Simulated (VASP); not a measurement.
# Ba (I4_1/amd) in VASP: density of states with PBE

Aim: the density of states of Ba with PBE.

Everything below comes from runs of VASP 6.6.1. Logs are shortened: lines on timing, memory, paths and dates and some standing lists are left out, and cuts for length are marked.

**1. The cell of the first run**

The structure is tetragonal, space group I4_1/amd (No. 141). The conventional cell has a = 6.705 Å, b = 6.705 Å, c = 3.657 Å, α = 90.00°, β = 90.00°, γ = 90.00°. Within 4.6 Å of Ba (site symmetry -4m2) lie 10 Ba at 3.47 to 4.33 Å.

**2. Density of states, PBE (volume scaled by 0.68)**

Input file POSCAR:

```
Ba
1.0
   -3.3525402376      3.3525402376      1.8285883885
    3.3525402376     -3.3525402376      1.8285883885
    3.3525402376      3.3525402376     -1.8285883885
Ba
2
Direct
   -0.3750000000     -0.1250000000     -0.2500000000
    0.3750000000      0.1250000000      0.2500000000
```

Input file INCAR.step1:

```
PREC = Accurate
ENCUT = 520
EDIFF = 1E-6
ISMEAR = -1
SIGMA = 0.08
LREAL = F
LASPH = T
NELM = 60
ALGO = Normal
ISIF = 2
LWAVE = F
LCHARG = T
GGA = PE
NBANDS = 17
```

Input file KPOINTS.step1:

```
Automatic mesh
0
Gamma
  10 10 10
```

Input file INCAR.step2:

```
PREC = Accurate
ENCUT = 520
EDIFF = 1E-6
ISMEAR = -5
SIGMA = 0.08
LREAL = F
LASPH = T
NELM = 60
ALGO = Normal
ISIF = 2
LWAVE = F
LCHARG = F
GGA = PE
LORBIT = 11
NBANDS = 17
NEDOS = 2001
ICHARG = 11
```

Input file KPOINTS.step2:

```
Automatic mesh
0
Gamma
  15 15 15
```

Potentials or basis: VASP PAW PBE potentials, release 64 (Ba_sv).

On the command line:

```console
$ cat potpaw_PBE.64/Ba_sv/POTCAR > POTCAR
$ cp INCAR.step1 INCAR
$ cp KPOINTS.step1 KPOINTS
$ mpirun -np 1 vasp_std > vasp.out
$ cp INCAR.step2 INCAR
$ cp KPOINTS.step2 KPOINTS
$ mpirun -np 1 vasp_std > vasp.out
```

OUTCAR:

```text
PREC = Accurate
   ENCUT = 520
   EDIFF = 1E-6
   ISMEAR = -5
   LREAL = F
   LASPH = T
   NELM = 60
   ISIF = 2
   GGA = PE
   LORBIT = 11
   ICHARG = 11

 ion  position               nearest neighbor table
   1  0.625  0.875  0.750-   2 3.47   2 3.47   2 3.47   2 3.47   2 4.33   2 4.33   2 4.33   2 4.33

   2  0.375  0.125  0.250-   1 3.47   1 3.47   1 3.47   1 3.47   1 4.33   1 4.33   1 4.33   1 4.33

  LATTYP: Found a body centered tetragonal cell.
 ALAT       =     6.7050804752
 C/A-ratio  =     0.5454336888

  Lattice vectors:

 A1 = (  -3.3525402376,   3.3525402376,   1.8285883885)
 A2 = (   3.3525402376,  -3.3525402376,   1.8285883885)
 A3 = (   3.3525402376,   3.3525402376,  -1.8285883885)

Analysis of symmetry for initial positions (statically):
=====================================================================
 Subroutine PRICEL returns:
 Original cell was already a primitive cell.

 Routine SETGRP: Setting up the symmetry group for a
 body centered tetragonal supercell.

 Subroutine GETGRP returns: Found 16 space group operations
 (whereof  4 operations were pure point group operations)
 out of a pool of 16 trial point group operations.

The static configuration has the point symmetry C_2h.
 The point group associated with its full space group is D_4h.

Analysis of symmetry for dynamics (positions and initial velocities):
=====================================================================
 Subroutine PRICEL returns:
 Original cell was already a primitive cell.

 Routine SETGRP: Setting up the symmetry group for a
 body centered tetragonal supercell.

 Subroutine GETGRP returns: Found 16 space group operations
 (whereof  4 operations were pure point group operations)
 out of a pool of 16 trial point group operations.

The dynamic configuration has the point symmetry C_2h.
 The point group associated with its full space group is D_4h.

 Subroutine INISYM returns: Found 16 space group operations
 (whereof  4 operations are pure point group operations),
 and found     1 'primitive' translations

----------------------------------------------------------------------------------------

                                     Primitive cell

  volume of cell :      82.2099

  direct lattice vectors                    reciprocal lattice vectors
    -3.352540238  3.352540238  1.828588389     0.000000000  0.149140641  0.273434964
     3.352540238 -3.352540238  1.828588389     0.149140641  0.000000000  0.273434964
     3.352540238  3.352540238 -1.828588389     0.149140641  0.149140641  0.000000000

  length of vectors
     5.081612695  5.081612695  5.081612695     0.311463658  0.311463658  0.210916717

  position of ions in fractional coordinates (direct lattice)
     0.625000000  0.875000000  0.750000000
     0.375000000  0.125000000  0.250000000

  ion indices of the primitive-cell ions
   primitive index   ion index
                 1           1
                 2           2

----------------------------------------------------------------------------------------

 KPOINTS: Automatic mesh

Automatic generation of k-mesh.
 Grid dimensions read from file:
 generate k-points for:   15   15   15

 Generating k-lattice:

  Cartesian coordinates                     Fractional coordinates (reciprocal lattice)
     0.000000000  0.009942709  0.018228998     0.066666667  0.000000000  0.000000000
     0.009942709  0.000000000  0.018228998     0.000000000  0.066666667  0.000000000
     0.009942709  0.009942709  0.000000000     0.000000000  0.000000000  0.066666667

  Length of vectors
     0.020764244  0.020764244  0.014061114

  Shift w.r.t. Gamma in fractional coordinates (k-lattice)
     0.000000000  0.000000000  0.000000000

 TETIRR: Found   8139 inequivalent tetrahedra from    20250

 Subroutine IBZKPT returns following result:
 ===========================================

 Found    288 irreducible k-points:

 Following reciprocal coordinates:
            Coordinates               Weight
  0.000000  0.000000  0.000000      1.000000
  0.066667 -0.000000  0.000000      8.000000
  0.133333 -0.000000  0.000000      8.000000
  0.200000  0.000000  0.000000      8.000000
  0.266667 -0.000000  0.000000      8.000000
  0.333333  0.000000 -0.000000      8.000000
[... 16 lines left out ...]
  0.133333  0.133333  0.000000      8.000000
  0.200000  0.133333  0.000000     16.000000
 [... further k-points ...]
   k-points           NKPTS =    288   k-points in BZ     NKDIM =    288   number of bands    NBANDS=     17
   number of dos      NEDOS =   2001   number of ions     NIONS =      2
   total plane-waves  NPLWV =  64000
   dimension x,y,z NGX =    40 NGY =   40 NGZ =   40
   dimension x,y,z NGXF=    80 NGYF=   80 NGZF=   80
   ions per type =               2
   NGX,Y,Z   is equivalent  to a cutoff of  13.09, 13.09, 13.09 a.u.
   NGXF,Y,Z  is equivalent  to a cutoff of  26.17, 26.17, 26.17 a.u.
 SYSTEM =  unknown system
   PREC   = accura    normal or accurate (medium, high low for compatibility)
   ISTART =      0    job   : 0-new  1-cont  2-samecut
   ICHARG =     11    charge: 1-file 2-atom 10-const
   ISPIN  =      1    spin polarized calculation?
   LNONCOLLINEAR =      F non collinear calculations
   LSORBIT =      F    spin-orbit coupling
   LASPH  =      T    aspherical Exc in radial PAW
   ENCUT  =  520.0 eV  38.22 Ry    6.18 a.u.   9.45  9.45  9.45*2*pi/ulx,y,z
   NELM   =     60;   NELMIN=  2; NELMDL=  0     # of ELM steps
   EDIFF  = 0.1E-05   stopping-criterion for ELM
   LREAL  =      F    real-space projection
   EDIFFG = 0.1E-04   stopping-criterion for IOM
   NSW    =      0    number of steps for IOM
   IBRION =     -1    ionic relax: 0-MD 1-quasi-New 2-CG
   NFREE  =      0    steps in history (QN), initial steepest desc. (CG)
   ISIF   =      2    stress and relaxation
   ISYM   =      2    0-nonsym 1-usesym 2-fastsym
   POTIM  = 0.5000    time-step for ionic-motion
   TEBEG  =    0.0;   TEEND  =   0.0 temperature during run
   PSTRESS=    0.0 pullay stress
   NELECT =      20.0000    total number of electrons
   NUPDOWN=      -1.0000    fix difference up-down
   EMIN   =  10.00;   EMAX   =-10.00  energy-range for DOS
   EFERMI =   0.00;   METHOD = LEGACY
   ISMEAR =    -5;   SIGMA  =   0.08  broadening in eV -4-tet -1-fermi 0-gaus
   EFERMI_NEDOS =   21; number of points for ismear=-14 and -15
   IALGO  =     38    algorithm
   IMIX   =      4    mixing-type and parameters
     AMIX     =   0.40;   BMIX     =  1.00
     AMIX_MAG =   1.60;   BMIX_MAG =  1.00
  volume/ion in A,a.u.               =      41.10       277.39
  Fermi-wavevector in a.u.,A,eV,Ry     =   1.021983  1.931267 14.210584  1.044448
  Thomas-Fermi vector in A             =   2.155637
   LORBIT       =     11    0 simple, 1 ext, 2 COOP (PROOUT), +10 PAW based schemes
   GGA     = PE    functional components
   LHFCALC =     F    Hartree Fock is set to
   AEXX    =    0.0000 exact exchange contribution
   IVDW    =     0    specifies the selected vdW correction
   LEPSILON=     F    determine dielectric tensor
   LRPA    =     F    only Hartree local field effects (RPA)
 non-spin polarized calculation
 Fermi weights with tetrahedron method with Bloechl corrections
  energy-cutoff  :      520.00
  volume of cell :       82.21
 maximum number of plane-waves:      2247
 NGX is ok and might be reduce to    40

 number of electron      20.0000000 magnetization

 Free energy of the ion-electron system (eV)
  ---------------------------------------------------
  ext. energy  EPLUGINS =         0.00000000
  ---------------------------------------------------
  free energy    TOTEN  =        -2.88688430 eV

  energy without entropy =       -2.88688430  energy(sigma->0) =       -2.88688430

 E-fermi :   3.3847     XC(G=0):  -8.9086

 val. band max:        3.4170438388   @ k =  -0.3333   0.4667   0.2000
 cond. band min:       3.3260489225   @ k =  -0.2000  -0.2000   0.1333
 fundamental gap:     -0.0909949163
 Fermi energy:         3.3847080896

 k-point     1 :       0.0000    0.0000    0.0000
  band No.  band energies     occupation
      1     -25.4136      2.00000
      2     -24.9128      2.00000
      3     -11.2062      2.00000
      4     -11.2062      2.00000
      5      -9.7473      2.00000
      6      -9.7277      2.00000
[... 9 lines left out ...]
     16       7.2670      0.00000
     17       7.2670      0.00000

 k-point     2 :       0.0667   -0.0000    0.0000
  band No.  band energies     occupation
      1     -25.4030      2.00000
      2     -24.9117      2.00000
      3     -11.2007      2.00000
      4     -11.1807      2.00000
      5      -9.8196      2.00000
      6      -9.7990      2.00000
[... 9 lines left out ...]
     16       8.0737      0.00000
     17       8.0939      0.00000

 k-point     3 :       0.1333   -0.0000    0.0000
  band No.  band energies     occupation
      1     -25.3726      2.00000
      2     -24.9089      2.00000
      3     -11.1851      2.00000
      4     -11.1097      2.00000
      5     -10.0190      2.00000
      6      -9.9760      2.00000
[... 9 lines left out ...]
     16       8.1570      0.00000
     17       8.3393      0.00000

 k-point     4 :       0.2000    0.0000    0.0000
  band No.  band energies     occupation
      1     -25.3262      2.00000
      2     -24.9059      2.00000
      3     -11.1614      2.00000
      4     -11.0116      2.00000
      5     -10.3008      2.00000
      6     -10.1989      2.00000
[... 9 lines left out ...]
     16       7.4382      0.00000
     17       7.9162      0.00000

 k-point     5 :       0.2667   -0.0000    0.0000
  band No.  band energies     occupation
      1     -25.2701      2.00000
      2     -24.9044      2.00000
      3     -11.1330      2.00000
      4     -10.9401      2.00000
      5     -10.5872      2.00000
      6     -10.4024      2.00000
[... 9 lines left out ...]
     16       7.1297      0.00000
     17       7.3736      0.00000

 k-point     6 :       0.3333    0.0000   -0.0000
  band No.  band energies     occupation
      1     -25.2124      2.00000
      2     -24.9063      2.00000
      3     -11.1047      2.00000
      4     -11.0182      2.00000
      5     -10.8005      2.00000
      6     -10.4658      2.00000
[... 9 lines left out ...]
     16       7.4289      0.00000
     17       7.9566      0.00000

 k-point     7 :       0.4000    0.0000   -0.0000
  band No.  band energies     occupation
      1     -25.1629      2.00000
      2     -24.9117      2.00000
      3     -11.1815      2.00000
      4     -11.0816      2.00000
      5     -10.9487      2.00000
      6     -10.3936      2.00000
[... 9 lines left out ...]
     16       7.8380      0.00000
     17       8.0410      0.00000

 k-point     8 :       0.4667    0.0000   -0.0000
  band No.  band energies     occupation
      1     -25.1331      2.00000
      2     -24.9171      2.00000
      3     -11.2821      2.00000
      4     -11.0686      2.00000
      5     -11.0314      2.00000
      6     -10.3122      2.00000
[... 9 lines left out ...]
     16       7.1617      0.00000
     17       8.5542      0.00000
[... 203 lines left out ...]
      1     -25.3079      2.00000
      2     -24.9248      2.00000
      3     -11.1695      2.00000
      4     -10.9279      2.00000
      5     -10.3510      2.00000
      6     -10.1834      2.00000
[... 9 lines left out ...]
     16       7.1347      0.00000
     17       7.7986      0.00000

 k-point    20 :      -0.2000    0.0667    0.0000
  band No.  band energies     occupation
      1     -25.3576      2.00000
      2     -24.9245      2.00000
      3     -11.1881      2.00000
      4     -11.0401      2.00000
      5     -10.0753      2.00000
      6      -9.9729      2.00000
[... 9 lines left out ...]
     16       7.8605      0.00000
     17       8.2670      0.00000

 k-point    21 :      -0.1333    0.0667   -0.0000
  band No.  band energies     occupation
      1     -25.3925      2.00000
      2     -24.9227      2.00000
      3     -11.1969      2.00000
      4     -11.1375      2.00000
      5      -9.8718      2.00000
      6      -9.7989      2.00000
[... 9 lines left out ...]
     16       8.1074      0.00000
     17       8.1536      0.00000

 k-point    22 :      -0.0667    0.0667    0.0000
  band No.  band energies     occupation
      1     -25.4082      2.00000
      2     -24.9184      2.00000
      3     -11.1951      2.00000
      4     -11.1933      2.00000
      5      -9.7792      2.00000
      6      -9.7264      2.00000
[... 9 lines left out ...]
     16       7.3191      0.00000
     17       7.3382      0.00000

 k-point    23 :       0.1333    0.1333    0.0000
  band No.  band energies     occupation
      1     -25.2868      2.00000
      2     -24.8873      2.00000
      3     -11.0701      2.00000
      4     -11.0482      2.00000
      5     -10.5406      2.00000
      6     -10.4606      2.00000
[... 9 lines left out ...]
     16       7.2660      0.00000
     17       7.4063      0.00000

 k-point    24 :       0.2000    0.1333    0.0000
  band No.  band energies     occupation
      1     -25.2329      2.00000
      2     -24.8854      2.00000
      3     -11.0998      2.00000
      4     -11.0004      2.00000
      5     -10.7309      2.00000
      6     -10.6558      2.00000
[... 9 lines left out ...]
     16       7.5087      0.00000
     17       7.8994      0.00000

 [... further k-points ...]
[... 5 lines left out ...]
  --------------------------------------------------------------------------------------
  -------------------------------------------------------------------------------------
  Total        3.1122455      3.1122455      3.4098548      0.0000000      0.0000000     -0.0000000
  in kB       60.6541445     60.6541445     66.4542130      0.0000000      0.0000000     -0.0000000
  external PRESSURE =      62.5875006 kB  Pullay stress =       0.0000000 kB

 VOLUME and BASIS-vectors are now :
 -----------------------------------------------------------------------------
  energy-cutoff  :      520.00
  volume of cell :       82.21
      direct lattice vectors                 reciprocal lattice vectors
    -3.352540238  3.352540238  1.828588389     0.000000000  0.149140641  0.273434964
     3.352540238 -3.352540238  1.828588389     0.149140641  0.000000000  0.273434964
     3.352540238  3.352540238 -1.828588389     0.149140641  0.149140641  0.000000000

 POSITION                                       TOTAL-FORCE (eV/Angst)
 -----------------------------------------------------------------------------------
      3.35254      1.67627      1.37144        -0.000000      0.000000      0.000000
     -0.00000      1.67627      0.45715         0.000000     -0.000000     -0.000000
 -----------------------------------------------------------------------------------
    total drift:                               -0.000000     -0.000000      0.000000

  FREE ENERGIE OF THE ION-ELECTRON SYSTEM (eV)
  ---------------------------------------------------
  free  energy   TOTEN  =        -2.8868843027 eV

  energy  without entropy=       -2.8868843027  energy(sigma->0) =       -2.88688430

 total charge

# of ion       s       p       d       tot
------------------------------------------
    1        2.066   5.510   0.533   8.109
    2        2.066   5.510   0.533   8.109
--------------------------------------------------
tot          4.132  11.020   1.065  16.217
```

Wall time 4 min (1 thread of Intel Xeon Platinum 8375C at 2.90GHz (Ice Lake), shared host); peak memory 0.48 GiB.

Results:

```yaml
Valence_electrons_inside_the_program's_atomic_spheres: Ba 8.11
```

Caveat: spin-orbit coupling is left out, which moves the levels of the heavy elements; tetrahedron occupations give inexact forces and stress in metals.
